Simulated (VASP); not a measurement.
# Tc (Fm-3m) in VASP: notebook

Tc is run at these levels: PBEsol, r2SCAN, r2SCAN+D4; tasks: single point.

Program: VASP 6.6.1. These are calculated values, not measurements. Logs are shortened: lines on timing, memory, paths and dates and some standing lists are left out, and cuts for length are marked.

## (1) The cell of the first run

The structure is cubic, space group Fm-3m (No. 225). Conventional cell: a = 3.836 Å, b = 3.836 Å, c = 3.836 Å, α = 90.00°, β = 90.00°, γ = 90.00°. Tc (site symmetry m-3m) has 12 Tc at 2.71 Å within 3.6 Å.

This isn't the form of Tc at room conditions, which is hcp.

## (2) Single point, PBEsol

INCAR reads:

```
  PREC = Accurate
  ENCUT = 520
  EDIFF = 1E-6
  ISMEAR = 1
  SIGMA = 0.1
  LREAL = False
  LASPH = True
  NELM = 100
  ALGO = Normal
  ISIF = 2
  LWAVE = False
  LCHARG = True
  GGA = PS
  LELF = True
  LVHAR = True
  NBANDS = 12
```

KPOINTS reads:

```
Automatic mesh
0
Gamma
  10 10 10
```

POSCAR reads:

```
Tc
1.0
    0.0000000000      1.9177768276      1.9177768276
    1.9177768276      0.0000000000      1.9177768276
    1.9177768276      1.9177768276      0.0000000000
Tc
1
Direct
    0.0000000000      0.0000000000      0.0000000000
```

Potentials or basis: VASP PAW PBE potentials, release 64 (Tc_pv).

Started as:

```bash
$ cat potpaw_PBE.64/Tc_pv/POTCAR > POTCAR
$ mpirun -np 1 vasp_std > vasp.out
```

OUTCAR:

```text
PREC = Accurate
   ENCUT = 520
   EDIFF = 1E-6
   ISMEAR = 1
   LREAL = False
   LASPH = True
   NELM = 100
   ISIF = 2
   GGA = PS

 ion  position               nearest neighbor table
   1  0.000  0.000  0.000-

  LATTYP: Found a face centered cubic cell.
 ALAT       =     3.8355536552

  Lattice vectors:

 A1 = (   0.0000000000,   1.9177768276,   1.9177768276)
 A2 = (   1.9177768276,   0.0000000000,   1.9177768276)
 A3 = (   1.9177768276,   1.9177768276,   0.0000000000)

Analysis of symmetry for initial positions (statically):
=====================================================================
 Subroutine PRICEL returns:
 Original cell was already a primitive cell.

 Routine SETGRP: Setting up the symmetry group for a
 face centered cubic supercell.

 Subroutine GETGRP returns: Found 48 space group operations
 (whereof 48 operations were pure point group operations)
 out of a pool of 48 trial point group operations.

The static configuration has the point symmetry O_h .

Analysis of symmetry for dynamics (positions and initial velocities):
=====================================================================
 Subroutine PRICEL returns:
 Original cell was already a primitive cell.

 Routine SETGRP: Setting up the symmetry group for a
 face centered cubic supercell.

 Subroutine GETGRP returns: Found 48 space group operations
 (whereof 48 operations were pure point group operations)
 out of a pool of 48 trial point group operations.

The dynamic configuration has the point symmetry O_h .

 Subroutine INISYM returns: Found 48 space group operations
 (whereof 48 operations are pure point group operations),
 and found     1 'primitive' translations

----------------------------------------------------------------------------------------

                                     Primitive cell

  volume of cell :      14.1067

  direct lattice vectors                    reciprocal lattice vectors
     0.000000000  1.917776828  1.917776828    -0.260718553  0.260718553  0.260718553
     1.917776828  0.000000000  1.917776828     0.260718553 -0.260718553  0.260718553
     1.917776828  1.917776828  0.000000000     0.260718553  0.260718553 -0.260718553

  length of vectors
     2.712145999  2.712145999  2.712145999     0.451577781  0.451577781  0.451577781

  position of ions in fractional coordinates (direct lattice)
     0.000000000  0.000000000  0.000000000

  ion indices of the primitive-cell ions
   primitive index   ion index
                 1           1

----------------------------------------------------------------------------------------

 KPOINTS: Automatic mesh

Automatic generation of k-mesh.
 Grid dimensions read from file:
 generate k-points for:   10   10   10

 Generating k-lattice:

  Cartesian coordinates                     Fractional coordinates (reciprocal lattice)
    -0.026071855  0.026071855  0.026071855     0.100000000  0.000000000  0.000000000
     0.026071855 -0.026071855  0.026071855     0.000000000  0.100000000  0.000000000
     0.026071855  0.026071855 -0.026071855     0.000000000  0.000000000  0.100000000

  Length of vectors
     0.045157778  0.045157778  0.045157778

  Shift w.r.t. Gamma in fractional coordinates (k-lattice)
     0.000000000  0.000000000  0.000000000

 Subroutine IBZKPT returns following result:
 ===========================================

 Found     47 irreducible k-points:

 Following reciprocal coordinates:
            Coordinates               Weight
  0.000000  0.000000  0.000000      1.000000
  0.100000  0.000000  0.000000      8.000000
  0.200000  0.000000  0.000000      8.000000
  0.300000  0.000000  0.000000      8.000000
  0.400000  0.000000  0.000000      8.000000
  0.500000  0.000000  0.000000      4.000000
[... 16 lines left out ...]
  0.300000  0.300000  0.000000      6.000000
  0.400000  0.300000  0.000000     24.000000
 [... further k-points ...]
   k-points           NKPTS =     47   k-points in BZ     NKDIM =     47   number of bands    NBANDS=     12
   number of dos      NEDOS =    301   number of ions     NIONS =      1
   total plane-waves  NPLWV =   8000
   dimension x,y,z NGX =    20 NGY =   20 NGZ =   20
   dimension x,y,z NGXF=    40 NGYF=   40 NGZF=   40
   ions per type =               1
   NGX,Y,Z   is equivalent  to a cutoff of  12.26, 12.26, 12.26 a.u.
   NGXF,Y,Z  is equivalent  to a cutoff of  24.52, 24.52, 24.52 a.u.
 SYSTEM =  unknown system
   PREC   = accura    normal or accurate (medium, high low for compatibility)
   ISTART =      0    job   : 0-new  1-cont  2-samecut
   ICHARG =      2    charge: 1-file 2-atom 10-const
   ISPIN  =      1    spin polarized calculation?
   LNONCOLLINEAR =      F non collinear calculations
   LSORBIT =      F    spin-orbit coupling
   LASPH  =      T    aspherical Exc in radial PAW
   ENCUT  =  520.0 eV  38.22 Ry    6.18 a.u.   5.04  5.04  5.04*2*pi/ulx,y,z
   NELM   =    100;   NELMIN=  2; NELMDL= -5     # of ELM steps
   EDIFF  = 0.1E-05   stopping-criterion for ELM
   LREAL  =      F    real-space projection
   EDIFFG = 0.1E-04   stopping-criterion for IOM
   NSW    =      0    number of steps for IOM
   IBRION =     -1    ionic relax: 0-MD 1-quasi-New 2-CG
   NFREE  =      0    steps in history (QN), initial steepest desc. (CG)
   ISIF   =      2    stress and relaxation
   ISYM   =      2    0-nonsym 1-usesym 2-fastsym
   POTIM  = 0.5000    time-step for ionic-motion
   TEBEG  =    0.0;   TEEND  =   0.0 temperature during run
   PSTRESS=    0.0 pullay stress
   NELECT =      13.0000    total number of electrons
   NUPDOWN=      -1.0000    fix difference up-down
   EMIN   =  10.00;   EMAX   =-10.00  energy-range for DOS
   EFERMI =   0.00;   METHOD = LEGACY
   ISMEAR =     1;   SIGMA  =   0.10  broadening in eV -4-tet -1-fermi 0-gaus
   EFERMI_NEDOS =   21; number of points for ismear=-14 and -15
   IALGO  =     38    algorithm
   IMIX   =      4    mixing-type and parameters
     AMIX     =   0.40;   BMIX     =  1.00
     AMIX_MAG =   1.60;   BMIX_MAG =  1.00
  volume/ion in A,a.u.               =      14.11        95.20
  Fermi-wavevector in a.u.,A,eV,Ry     =   1.593118  3.010556 34.531916  2.538024
  Thomas-Fermi vector in A             =   2.691397
   LORBIT       =      0    0 simple, 1 ext, 2 COOP (PROOUT), +10 PAW based schemes
   GGA     = PS    functional components
   LHFCALC =     F    Hartree Fock is set to
   AEXX    =    0.0000 exact exchange contribution
   IVDW    =     0    specifies the selected vdW correction
   LEPSILON=     F    determine dielectric tensor
   LRPA    =     F    only Hartree local field effects (RPA)
 non-spin polarized calculation
 Methfessel and Paxton  Order N= 1 SIGMA  =   0.10
  energy-cutoff  :      520.00
  volume of cell :       14.11
 maximum number of plane-waves:       392
   NGX =  9   NGY =  9   NGZ =  9

 number of electron      12.9999995 magnetization

 Free energy of the ion-electron system (eV)
  ---------------------------------------------------
  ext. energy  EPLUGINS =         0.00000000
  ---------------------------------------------------
  free energy    TOTEN  =       -11.17366623 eV

  energy without entropy =      -11.17307504  energy(sigma->0) =      -11.17346917

 E-fermi :  12.8881     XC(G=0): -14.0317

 val. band max:       12.8736857034   @ k =   0.5000   0.1000   0.0000
 cond. band min:      12.9212054345   @ k =   0.3000   0.2000   0.1000
 fundamental gap:      0.0475197311
 Fermi energy:        12.8881470307

 k-point     1 :       0.0000    0.0000    0.0000
  band No.  band energies     occupation
      1     -25.3298      2.00000
      2     -25.3298      2.00000
      3     -25.3298      2.00000
      4       5.3224      2.00000
      5      11.1004      2.00000
      6      11.1004      2.00000
      7      11.1004      2.00000
      8      13.7897     -0.00000
      9      13.7897     -0.00000
     10      26.9644      0.00000
     11      32.6144      0.00000
     12      32.6144      0.00000

 k-point     2 :       0.1000    0.0000    0.0000
  band No.  band energies     occupation
      1     -25.4665      2.00000
      2     -25.3471      2.00000
      3     -25.3471      2.00000
      4       5.7493      2.00000
      5      10.8573      2.00000
      6      11.2809      2.00000
      7      11.2809      2.00000
      8      13.6657     -0.00000
      9      13.6657     -0.00000
     10      27.7304      0.00000
     11      31.0195      0.00000
     12      33.3606      0.00000

 k-point     3 :       0.2000    0.0000    0.0000
  band No.  band energies     occupation
      1     -25.8153      2.00000
      2     -25.3918      2.00000
      3     -25.3918      2.00000
      4       6.7734      2.00000
      5      10.5355      2.00000
      6      11.5434      2.00000
      7      11.5434      2.00000
      8      13.6633     -0.00000
      9      13.6633     -0.00000
     10      28.3665      0.00000
     11      29.7237      0.00000
     12      35.4069      0.00000

 k-point     4 :       0.3000    0.0000    0.0000
  band No.  band energies     occupation
      1     -26.2308      2.00000
      2     -25.4465      2.00000
      3     -25.4465      2.00000
      4       7.4340      2.00000
      5      11.2509      2.00000
      6      11.3737      2.00000
      7      11.3737      2.00000
      8      14.3957     -0.00000
      9      14.3957     -0.00000
     10      26.5038      0.00000
     11      29.7296      0.00000
     12      37.3497      0.00000

 k-point     5 :       0.4000    0.0000    0.0000
  band No.  band energies     occupation
      1     -26.5555      2.00000
      2     -25.4903      2.00000
      3     -25.4903      2.00000
      4       7.3638      2.00000
      5      11.0509      2.00000
      6      11.0509      2.00000
      7      13.1090     -0.00769
      8      15.4199      0.00000
      9      15.4199      0.00000
     10      24.9213      0.00000
     11      27.5721      0.00000
     12      34.4633      0.00000
[... 228 lines left out ...]
      1     -26.3633      2.00000
      2     -25.8357      2.00000
      3     -25.5083      2.00000
      4       8.7780      2.00000
      5      10.1981      2.00000
      6      10.7393      2.00000
      7      12.1381      2.00000
      8      13.9919     -0.00000
      9      18.1759      0.00000
     10      26.2822      0.00000
     11      29.2824      0.00000
     12      30.9809      0.00000

 k-point    22 :      -0.2000    0.2000    0.0000
  band No.  band energies     occupation
      1     -26.1635      2.00000
      2     -25.7079      2.00000
      3     -25.4394      2.00000
      4       8.5889      2.00000
      5       9.8357      2.00000
      6      10.9338      2.00000
      7      12.4153      2.00000
      8      12.7981      2.02285
      9      16.4316      0.00000
     10      27.9931      0.00000
     11      30.7625      0.00000
     12      32.4305      0.00000

 k-point    23 :       0.3000    0.3000    0.0000
  band No.  band energies     occupation
      1     -26.1843      2.00000
      2     -25.6484      2.00000
      3     -25.6484      2.00000
      4       7.8142      2.00000
      5       8.4772      2.00000
      6      12.7793      2.06412
      7      13.9329     -0.00000
      8      13.9329     -0.00000
      9      15.0515      0.00000
     10      30.6343      0.00000
     11      30.6343      0.00000
     12      30.8501      0.00000

 k-point    24 :       0.4000    0.3000    0.0000
  band No.  band energies     occupation
      1     -26.3579      2.00000
      2     -25.7459      2.00000
      3     -25.7017      2.00000
      4       7.7332      2.00000
      5       8.2633      2.00000
      6      12.7683      2.07070
      7      14.1217     -0.00000
      8      15.7701      0.00000
      9      16.0864      0.00000
     10      27.8333      0.00000
     11      29.4083      0.00000
     12      30.2091      0.00000

 [... further k-points ...]

------------------------ aborting loop because EDIFF is reached ----------------------------------------

  FORCE on cell =-STRESS in cart. coord.  units (eV):
  Direction    XX          YY          ZZ          XY          YZ          ZX
  --------------------------------------------------------------------------------------
  -------------------------------------------------------------------------------------
  Total       -0.0834856     -0.0834856     -0.0834856      0.0000000      0.0000000     -0.0000000
  in kB       -9.4819528     -9.4819528     -9.4819528      0.0000000      0.0000000     -0.0000000
  external PRESSURE =      -9.4819528 kB  Pullay stress =       0.0000000 kB

 VOLUME and BASIS-vectors are now :
 -----------------------------------------------------------------------------
  energy-cutoff  :      520.00
  volume of cell :       14.11
      direct lattice vectors                 reciprocal lattice vectors
     0.000000000  1.917776828  1.917776828    -0.260718553  0.260718553  0.260718553
     1.917776828  0.000000000  1.917776828     0.260718553 -0.260718553  0.260718553
     1.917776828  1.917776828  0.000000000     0.260718553  0.260718553 -0.260718553

 POSITION                                       TOTAL-FORCE (eV/Angst)
 -----------------------------------------------------------------------------------
      0.00000      0.00000      0.00000        -0.000000      0.000000      0.000000
 -----------------------------------------------------------------------------------
    total drift:                                0.000000     -0.000000      0.000000

  FREE ENERGIE OF THE ION-ELECTRON SYSTEM (eV)
  ---------------------------------------------------
  free  energy   TOTEN  =       -11.1736662288 eV

  energy  without entropy=      -11.1730750447  energy(sigma->0) =      -11.17346917
```

It took 8.9 s on 1 thread of Intel Xeon 8259CL, shared host; peak memory 0.13 GiB.

What came out:

```yaml
Free_energy: -11.1737 eV
Pressure: -0.9 GPa
Band_gap_on_the_k_mesh: zero (an odd number of electrons rules out a gap without spin polarisation)
```

Levels at points of the mesh, in eV from the Fermi level:
| k point | band 5 | band 6 | band 7 | band 8 | band 9 | band 10 |
| --- | --- | --- | --- | --- | --- | --- |
| (0.00, 0.00, 0.00) | -1.79 | -1.79 | -1.79 | 0.90 | 0.90 | 14.08 |
| (0.50, 0.00, 0.00) | -1.97 | -1.97 | 1.33 | 3.01 | 3.01 | 11.10 |
| (0.50, 0.50, 0.00) | -5.42 | 2.95 | 3.62 | 3.62 | 4.01 | 13.23 |

Caveat: the PAW data sets were made with another functional, which shifts forces and pressure a little.

(Continued in part 2 of 2.)
